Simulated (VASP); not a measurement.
# MgCd2S3 (I-4m2) in VASP: further runs

Runs on MgCd2S3. Level: PBE. Tasks: relaxation of shape and atoms at fixed volume.

Program: VASP 6.6.1. These are calculated values, not measurements. Logs are shortened: lines on timing, memory, paths and dates and some standing lists are left out, and cuts for length are marked.

## 1. The cell of the first run

Symmetry: I-4m2, No. 119, tetragonal system. Conventional cell: a = 4.017 Å, b = 4.017 Å, c = 16.922 Å, α = 90.00°, β = 90.00°, γ = 90.00°. Within 3.2 Å of Mg (site symmetry -4m2) lie 4 S at 2.39 Å. Within 3.3 Å of Cd (site symmetry 2mm) lie 4 S at 2.48 to 2.49 Å. S (site symmetry -4m2) has 4 Cd at 2.48 Å within 3.3 Å. S (site symmetry 2mm) has 2 Mg at 2.39 Å and 2 Cd at 2.49 Å within 3.2 Å.

## 2. Relaxation of shape and atoms at fixed volume, PBE (22.75 Å³/atom)

INCAR reads:

```
SYSTEM = MgCd2S3
PREC = Accurate
ENCUT = 600
EDIFF = 1E-6
ISMEAR = 0
SIGMA = 0.02
LREAL = .FALSE.
LASPH = .TRUE.
NELM = 100
ALGO = Normal
ISIF = 4
LWAVE = .FALSE.
LCHARG = .FALSE.
GGA = PE
IBRION = 2
NSW = 50
EDIFFG = -0.01
```

KPOINTS reads:

```
regular mesh
0
G
  10 10 10
  0 0 0
```

POSCAR reads:

```
MgCd2S3
1.0
   -2.0083205646      2.0083205646      8.4607680054
    2.0083205646     -2.0083205646      8.4607680054
    2.0083205646      2.0083205646     -8.4607680054
Mg Cd S
1 2 3
Direct
    0.0000000000      0.0000000000      0.0000000000
    0.3363664885      0.3363664885      0.0000000000
    0.6636335115      0.6636335115      0.0000000000
    0.2500000000      0.7500000000      0.5000000000
    0.5770614909      0.0770614909      0.5000000000
    0.9229385091      0.4229385091      0.5000000000
```

Potentials or basis: VASP PAW PBE potentials, release 64 (Mg, Cd, S).

The run is started by

```
> cat potpaw_PBE.64/Mg/POTCAR potpaw_PBE.64/Cd/POTCAR potpaw_PBE.64/S/POTCAR > POTCAR
> mpirun -np 1 vasp_std > vasp.out
```

OUTCAR:

```text
SYSTEM = MgCd2S3
   PREC = Accurate
   ENCUT = 600
   EDIFF = 1E-6
   ISMEAR = 0
   LREAL = .FALSE.
   LASPH = .TRUE.
   NELM = 100
   ISIF = 4
   GGA = PE
   IBRION = 2
   NSW = 50
   EDIFFG = -0.01

 ion  position               nearest neighbor table
   1  0.000  0.000  0.000-   5 2.39   6 2.39   5 2.39   6 2.39
   2  0.336  0.336  0.000-   4 2.48   4 2.48   6 2.49   6 2.49
   3  0.664  0.664  0.000-   4 2.48   4 2.48   5 2.49   5 2.49
   4  0.250  0.750  0.500-   2 2.48   3 2.48   2 2.48   3 2.48
   5  0.577  0.077  0.500-   1 2.39   1 2.39   3 2.49   3 2.49
   6  0.923  0.423  0.500-   1 2.39   1 2.39   2 2.49   2 2.49

  LATTYP: Found a body centered tetragonal cell.
 ALAT       =     4.0166411292
 C/A-ratio  =     4.2128573269

  Lattice vectors:

 A1 = (  -2.0083205646,   2.0083205646,   8.4607680054)
 A2 = (   2.0083205646,  -2.0083205646,   8.4607680054)
 A3 = (   2.0083205646,   2.0083205646,  -8.4607680054)

Analysis of symmetry for initial positions (statically):
=====================================================================
 Subroutine PRICEL returns:
 Original cell was already a primitive cell.

 Routine SETGRP: Setting up the symmetry group for a
 body centered tetragonal supercell.

 Subroutine GETGRP returns: Found  8 space group operations
 (whereof  8 operations were pure point group operations)
 out of a pool of 16 trial point group operations.

The static configuration has the point symmetry D_2d.

Analysis of symmetry for dynamics (positions and initial velocities):
=====================================================================
 Subroutine PRICEL returns:
 Original cell was already a primitive cell.

 Routine SETGRP: Setting up the symmetry group for a
 body centered tetragonal supercell.

 Subroutine GETGRP returns: Found  8 space group operations
 (whereof  8 operations were pure point group operations)
 out of a pool of 16 trial point group operations.

The dynamic configuration has the point symmetry D_2d.

 Subroutine INISYM returns: Found  8 space group operations
 (whereof  8 operations are pure point group operations),
 and found     1 'primitive' translations

----------------------------------------------------------------------------------------

                                     Primitive cell

  volume of cell :     136.5010

  direct lattice vectors                    reciprocal lattice vectors
    -2.008320565  2.008320565  8.460768005     0.000000000  0.248964238  0.059096290
     2.008320565 -2.008320565  8.460768005     0.248964238  0.000000000  0.059096290
     2.008320565  2.008320565 -8.460768005     0.248964238  0.248964238  0.000000000

  length of vectors
     8.924757600  8.924757600  8.924757600     0.255881933  0.255881933  0.352088603

  position of ions in fractional coordinates (direct lattice)
     0.000000000  0.000000000  0.000000000
     0.336366488  0.336366488  0.000000000
     0.663633512  0.663633512  0.000000000
     0.250000000  0.750000000  0.500000000
     0.577061491  0.077061491  0.500000000
     0.922938509  0.422938509  0.500000000

  ion indices of the primitive-cell ions
   primitive index   ion index
                 1           1
                 2           2
                 3           3
                 4           4
                 5           5
                 6           6

----------------------------------------------------------------------------------------

 KPOINTS: regular mesh

Automatic generation of k-mesh.
 Grid dimensions read from file:
 generate k-points for:   10   10   10

 Generating k-lattice:

  Cartesian coordinates                     Fractional coordinates (reciprocal lattice)
     0.000000000  0.024896424  0.005909629     0.100000000  0.000000000 -0.000000000
     0.024896424  0.000000000  0.005909629     0.000000000  0.100000000 -0.000000000
     0.024896424  0.024896424  0.000000000     0.000000000  0.000000000  0.100000000

  Length of vectors
     0.025588193  0.025588193  0.035208860

  Shift w.r.t. Gamma in fractional coordinates (k-lattice)
     0.000000000  0.000000000  0.000000000

 Subroutine IBZKPT returns following result:
 ===========================================

 Found    102 irreducible k-points:

 Following reciprocal coordinates:
            Coordinates               Weight
  0.000000  0.000000  0.000000      1.000000
  0.100000 -0.000000  0.000000      8.000000
  0.200000 -0.000000  0.000000      8.000000
  0.300000 -0.000000  0.000000      8.000000
  0.400000 -0.000000  0.000000      8.000000
  0.500000 -0.000000  0.000000      4.000000
[... 16 lines left out ...]
  0.300000  0.300000  0.000000      8.000000
  0.400000  0.300000  0.000000     16.000000
 [... further k-points ...]
   k-points           NKPTS =    102   k-points in BZ     NKDIM =    102   number of bands    NBANDS=     26
   number of dos      NEDOS =    301   number of ions     NIONS =      6
   total plane-waves  NPLWV = 373248
   dimension x,y,z NGX =    72 NGY =   72 NGZ =   72
   dimension x,y,z NGXF=   144 NGYF=  144 NGZF=  144
   ions per type =               1   2   3
   NGX,Y,Z   is equivalent  to a cutoff of  13.41, 13.41, 13.41 a.u.
   NGXF,Y,Z  is equivalent  to a cutoff of  26.82, 26.82, 26.82 a.u.
 SYSTEM =  MgCd2S3
   PREC   = accura    normal or accurate (medium, high low for compatibility)
   ISTART =      0    job   : 0-new  1-cont  2-samecut
   ICHARG =      2    charge: 1-file 2-atom 10-const
   ISPIN  =      1    spin polarized calculation?
   LNONCOLLINEAR =      F non collinear calculations
   LSORBIT =      F    spin-orbit coupling
   LASPH  =      T    aspherical Exc in radial PAW
   ENCUT  =  600.0 eV  44.10 Ry    6.64 a.u.  17.82 17.82 17.82*2*pi/ulx,y,z
   NELM   =    100;   NELMIN=  2; NELMDL= -5     # of ELM steps
   EDIFF  = 0.1E-05   stopping-criterion for ELM
   LREAL  =      F    real-space projection
   EDIFFG = -.1E-01   stopping-criterion for IOM
   NSW    =     50    number of steps for IOM
   IBRION =      2    ionic relax: 0-MD 1-quasi-New 2-CG
   NFREE  =      1    steps in history (QN), initial steepest desc. (CG)
   ISIF   =      4    stress and relaxation
   ISYM   =      2    0-nonsym 1-usesym 2-fastsym
   POTIM  = 0.5000    time-step for ionic-motion
   TEBEG  =    0.0;   TEEND  =   0.0 temperature during run
   PSTRESS=    0.0 pullay stress
   NELECT =      44.0000    total number of electrons
   NUPDOWN=      -1.0000    fix difference up-down
   EMIN   =  10.00;   EMAX   =-10.00  energy-range for DOS
   EFERMI =   0.00;   METHOD = LEGACY
   ISMEAR =     0;   SIGMA  =   0.02  broadening in eV -4-tet -1-fermi 0-gaus
   EFERMI_NEDOS =   21; number of points for ismear=-14 and -15
   IALGO  =     38    algorithm
   IMIX   =      4    mixing-type and parameters
     AMIX     =   0.40;   BMIX     =  1.00
     AMIX_MAG =   1.60;   BMIX_MAG =  1.00
  volume/ion in A,a.u.               =      22.75       153.53
  Fermi-wavevector in a.u.,A,eV,Ry     =   1.122485  2.121189 17.142959  1.259972
  Thomas-Fermi vector in A             =   2.259145
   LORBIT       =      0    0 simple, 1 ext, 2 COOP (PROOUT), +10 PAW based schemes
   GGA     = PE    functional components
   LHFCALC =     F    Hartree Fock is set to
   AEXX    =    0.0000 exact exchange contribution
   IVDW    =     0    specifies the selected vdW correction
   LEPSILON=     F    determine dielectric tensor
   LRPA    =     F    only Hartree local field effects (RPA)
 conjugate gradient relaxation of ions
 non-spin polarized calculation
 Gauss-broadening in eV      SIGMA  =   0.02
  energy-cutoff  :      600.00
  volume of cell :      136.50
 maximum number of plane-waves:      4602
   NGX = 35   NGY = 35   NGZ = 35

--------------------------------------- Ionic step        1  -------------------------------------------

 number of electron      44.0000004 magnetization

 Free energy of the ion-electron system (eV)
  ---------------------------------------------------
  ext. energy  EPLUGINS =         0.00000000
  ---------------------------------------------------
  free energy    TOTEN  =       -20.49646368 eV

  energy without entropy =      -20.49646368  energy(sigma->0) =      -20.49646368

------------------------ aborting loop because EDIFF is reached ----------------------------------------

  FORCE on cell =-STRESS in cart. coord.  units (eV):
  Direction    XX          YY          ZZ          XY          YZ          ZX
  --------------------------------------------------------------------------------------
  -------------------------------------------------------------------------------------
  Total        5.5739770      5.5739770      5.5216976      0.0000000      0.0000000      0.0000000
  in kB       65.4244233     65.4244233     64.8107953      0.0000000      0.0000000      0.0000000
  external PRESSURE =      65.2198807 kB  Pullay stress =       0.0000000 kB
[... 145 lines left out ...]
  energy  without entropy=      -20.4976226265  energy(sigma->0) =      -20.49762263

--------------------------------------- Ionic step        5  -------------------------------------------

 number of electron      44.0000005 magnetization

 Free energy of the ion-electron system (eV)
  ---------------------------------------------------
  ext. energy  EPLUGINS =         0.00000000
  ---------------------------------------------------
  free energy    TOTEN  =       -20.49772963 eV

  energy without entropy =      -20.49772963  energy(sigma->0) =      -20.49772963

 E-fermi :   1.8265     XC(G=0):  -9.1724

 val. band max:        1.7400688183   @ k =   0.0000   0.0000   0.0000
 cond. band min:       3.6652771192   @ k =   0.0000   0.0000   0.0000
 fundamental gap:      1.9252083009
 Fermi energy:         1.8265128040

 k-point     1 :       0.0000    0.0000    0.0000
  band No.  band energies     occupation
      1     -10.6330      2.00000
      2     -10.1872      2.00000
      3      -9.9014      2.00000
      4      -5.8533      2.00000
      5      -5.8533      2.00000
      6      -5.8238      2.00000
[... 685 lines left out ...]
     25       6.9131      0.00000
     26       6.9886      0.00000

 [... further k-points ...]

------------------------ aborting loop because EDIFF is reached ----------------------------------------

  FORCE on cell =-STRESS in cart. coord.  units (eV):
  Direction    XX          YY          ZZ          XY          YZ          ZX
  --------------------------------------------------------------------------------------
  -------------------------------------------------------------------------------------
  Total        5.5389888      5.5389888      5.4731531      0.0000000      0.0000000      0.0000000
  in kB       65.0137506     65.0137506     64.2410056      0.0000000      0.0000000      0.0000000
  external PRESSURE =      64.7561689 kB  Pullay stress =       0.0000000 kB
[... 21 lines left out ...]
  FREE ENERGIE OF THE ION-ELECTRON SYSTEM (eV)
  ---------------------------------------------------
  free  energy   TOTEN  =       -20.4977296325 eV

  energy  without entropy=      -20.4977296325  energy(sigma->0) =      -20.49772963

 reached required accuracy - stopping structural energy minimisation
```

It took 1.5 h on 1 thread of Oxide Virtual Turin-like, shared host; peak memory 1.1 GiB.

What came out:

```
Free energy                  : -20.4977 eV
Energy gained by relaxing    : 0.2 meV/atom
Ionic steps                  : 5
Pressure after relaxing      : 6.5 GPa
Largest force after relaxing : 0.006 eV/Å
Band gap on the k mesh       : 1.93 eV
```

Forces in eV/Å, atoms in the order of the input:
```
Mg   0.000  0.000  0.000
Cd   0.000  0.000 -0.006
Cd   0.000  0.000  0.006
S    0.000  0.000  0.000
S    0.000  0.000  0.003
S    0.000  0.000 -0.003
```

The path:
```
step  energy change (eV)  largest force (eV/Å)  pressure (GPa)  volume (Å³)
   1              0.0000                0.0927            6.52       136.50
   2             -0.0007                0.0480            6.50       136.50
   3             -0.0009                0.0470            6.49       136.50
   4             -0.0012                0.0237            6.48       136.50
   5             -0.0013                0.0057            6.48       136.50
```

Final structure:
```cif
data_structure
_symmetry_space_group_name_H-M 'P 1'
_symmetry_Int_Tables_number 1
_cell_length_a 8.9094
_cell_length_b 8.9094
_cell_length_c 8.9094
_cell_angle_alpha 153.919
_cell_angle_beta 153.919
_cell_angle_gamma 37.218
_cell_volume 136.50
loop_
_atom_site_label
_atom_site_type_symbol
_atom_site_fract_x
_atom_site_fract_y
_atom_site_fract_z
_atom_site_occupancy
Mg1 Mg 0.00000 0.00000 0.00000 1
Cd1 Cd 0.33679 0.33679 0.00000 1
Cd2 Cd 0.66321 0.66321 0.00000 1
S1 S 0.25000 0.75000 0.50000 1
S2 S 0.57631 0.07631 0.50000 1
S3 S 0.92369 0.42369 0.50000 1
```

A k mesh can miss the band edges.

## 3. Relaxation of shape and atoms at fixed volume, PBE (23.50 Å³/atom)

This run uses another cell than the first one, of 23.50 Å³/atom.

INCAR reads:

```
ALGO = Normal
EDIFF = 1E-7
EDIFFG = -0.01
ENCUT = 600
GGA = PE
IBRION = 2
ISIF = 4
ISMEAR = 0
LASPH = True
LCHARG = False
LREAL = False
LWAVE = False
NELM = 80
NSW = 50
PREC = Accurate
SIGMA = 0.02
```

KPOINTS reads:

```
k-points
0
Gamma
  10 10 10
```

POSCAR reads:

```
MgCd2S3
1.0
   -2.0293056879      2.0293056879      8.5598740297
    2.0293056879     -2.0293056879      8.5598740297
    2.0293056879      2.0293056879     -8.5598740297
Mg Cd S
1 2 3
Direct
    0.0000000000      0.0000000000      0.0000000000
    0.3362374148      0.3362374148      0.0000000000
    0.6637625852      0.6637625852      0.0000000000
    0.2500000000      0.7500000000      0.5000000000
    0.5772885588      0.0772885588      0.5000000000
    0.9227114412      0.4227114412      0.5000000000
```

Potentials or basis: VASP PAW PBE potentials, release 64 (Mg, Cd, S).

The run is started by

```
> cat potpaw_PBE.64/Mg/POTCAR potpaw_PBE.64/Cd/POTCAR potpaw_PBE.64/S/POTCAR > POTCAR
> mpirun -np 1 vasp_std > vasp.out
```

Wall time 2.5 h (1 thread of Oxide Virtual Turin-like, shared host); peak memory 1.1 GiB.

Results (log left out):

```
Free energy               : -20.6452 eV
Energy gained by relaxing : 0.2 meV/atom
Ionic steps               : 5
Pressure after relaxing   : 4.0 GPa
Band gap on the k mesh    : 1.83 eV
```

Forces in eV/Å, atoms in the order of the input:
```
Mg   0.000  0.000  0.000
Cd   0.000  0.000 -0.003
Cd   0.000  0.000  0.003
S    0.000  0.000  0.000
S    0.000  0.000  0.001
S    0.000  0.000 -0.001
```

Step by step:
```csv
step,energy change (eV),largest force (eV/Å),pressure (GPa),volume (Å³)
1,0.0000,0.0818,4.04,141.00
2,-0.0005,0.0449,4.03,141.00
3,-0.0008,0.0410,4.02,141.00
4,-0.0009,0.0211,4.02,141.00
5,-0.0010,0.0028,4.01,141.00
```

Final structure:
```yaml
crystal:
  lattice:
    - [-2.03062, 2.03062, 8.54880]
    - [2.03062, -2.03062, 8.54880]
    - [2.03062, 2.03062, -8.54880]
  atoms:
    - { symbol: Mg, position: [0.00000, 0.00000, 0.00000] }
    - { symbol: Cd, position: [0.33660, 0.33660, 0.00000] }
    - { symbol: Cd, position: [0.66340, 0.66340, 0.00000] }
    - { symbol: S, position: [0.25000, 0.75000, 0.50000] }
    - { symbol: S, position: [0.57661, 0.07661, 0.50000] }
    - { symbol: S, position: [0.92339, 0.42339, 0.50000] }
```

Levels at points of the mesh, in eV from the valence-band top:
```tsv
k point	band 19	band 20	band 21	band 22	band 23	band 24	band 25	band 26
(0.00, 0.00, 0.00)	-1.22	-0.12	0.00	0.00	1.83	4.17	4.19	4.83
(0.50, 0.00, 0.00)	-1.10	-0.66	-0.61	-0.50	3.49	4.28	5.16	6.20
(0.50, 0.50, 0.00)	-1.96	-1.95	-1.70	-1.68	3.56	4.42	4.73	4.89
(0.50, 0.50, 0.50)	-0.75	-0.75	-0.29	-0.29	3.05	3.61	3.79	4.80
```

A k mesh can miss the band edges.
